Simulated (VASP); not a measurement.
## Ag7I8 (a cell with a defect): single point with PBEsol

The system is Ag7I8 (a cell with a defect).

```xyz
15
Lattice="0.0000 9.1173 0.0000 -9.1173 0.0000 0.0000 4.5586 -4.5586 6.4551" Properties=species:S:1:pos:R:3 pbc="T T T"
Ag   -0.0722   -2.3515    4.8413
Ag   -6.8379    0.0000    1.5114
Ag   -4.4864   -2.3515    4.8413
Ag   -2.2793    4.5586    1.7161
Ag   -0.0722    2.3515    4.8413
Ag   -6.8379    4.5586    1.6138
Ag   -4.4864    2.3515    4.8413
I    -4.4887    0.0000    0.0490
I    -2.2793   -2.2094    3.1785
I    -0.0699    0.0000    0.0490
I     2.2793   -2.2619    3.2396
I    -4.5412    4.5586   -0.0121
I    -2.2793    2.2094    3.1785
I    -0.0174    4.5586   -0.0121
I     2.2793    2.2619    3.2396
```

This cell differs from its parent crystal: atoms taken out, then relaxed in part.

```json
{
  "Program": "VASP 6.6.1",
  "Task": "single point",
  "Functional": "PBEsol",
  "Potentials or basis": "VASP PAW PBE potentials, release 64 (Ag, I)",
  "Cutoff": "400 eV",
  "k mesh": "4 × 4 × 4",
  "Occupations": "gaussian, width 0.05 eV",
  "Spin": "no spin polarisation"
}
```

```json
{
 "Pressure": "-1.3 GPa",
 "Largest force": "0.010 eV/Å",
 "Band gap on the k mesh": "zero (an odd number of electrons rules out a gap without spin polarisation)"
}
```

Forces in eV/Å, atoms in the order of the input:
```
Ag  -0.005 -0.005  0.000
Ag   0.000  0.000 -0.007
Ag   0.005 -0.005  0.000
Ag   0.000  0.000  0.007
Ag  -0.005  0.005  0.000
Ag   0.000  0.000  0.000
Ag   0.005  0.005  0.000
I   -0.008  0.000 -0.006
I    0.000 -0.008  0.006
I    0.008  0.000 -0.006
I    0.000 -0.001 -0.001
I   -0.001  0.000  0.001
I    0.000  0.008  0.006
I    0.001  0.000  0.001
I    0.000  0.001 -0.001
```

Levels at points of the mesh, in eV from the Fermi level:
```
           k point  band 65  band 66  band 67  band 68  band 69  band 70
(0.00, 0.00, 0.00)     0.20     0.20     0.20     1.73     3.04     3.04
(0.50, 0.00, 0.00)    -0.17    -0.08    -0.08     2.87     3.12     4.04
(0.50, 0.50, 0.00)    -0.37    -0.37    -0.34     3.68     3.73     4.11
(0.00, 0.00, 0.50)    -0.37    -0.37    -0.34     3.68     3.73     4.12
```

Run time: 9.7 min on 1 thread of Intel(R) Xeon(R) Platinum 8259CL CPU @ 2.50GHz (Skylake/Cascade Lake), with other jobs on the host, peak memory 0.65 GiB.

Caveat: the cell differs from its parent crystal (atoms taken out, then relaxed in part); the PAW data sets were made with another functional, which shifts forces and pressure a little; spin-orbit coupling is left out, which moves the levels of the heavy elements; an odd number of electrons without spin polarisation forces a metal; a magnetic or distorted state may lie lower.
